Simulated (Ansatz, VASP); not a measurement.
**AlN in VASP and in Ansatz**

```
Al N
1.0
     0.00000    2.20113    2.20113
     2.20113    0.00000    2.20113
     2.20113    2.20113    0.00000
Al N
1 1
Direct
  0.00000 0.00000 0.00000
  0.75000 0.75000 0.75000
```

Alike in both runs: functional PBE; k mesh 10 × 10 × 10; occupations gaussian, width 0.02 eV; no spin polarisation.

Ansatz relaxed the structure, and its values are those at the end. VASP's run is a single point on that final structure, the one shown.

|  | VASP | Ansatz |
| --- | --- | --- |
| version | VASP 6.6.1 | Ansatz 0.2.0 |
| potentials or method | VASP PAW PBE potentials, release 64 (Al, N), cutoff 600 eV | scalar-relativistic, all-electron LAPW |

|  | VASP | Ansatz | Ansatz less VASP |
| --- | --- | --- | --- |
| gap on the k mesh at the Fermi level (eV) | 3.31 | 3.31 | 0.000 |
| least direct gap on the mesh (eV) | 3.99 | 3.99 | -0.003 |
| pressure (GPa) | -0.3 | 0.0 | +0.31 |

Ansatz ran all-electron here, and VASP with PAW potentials.
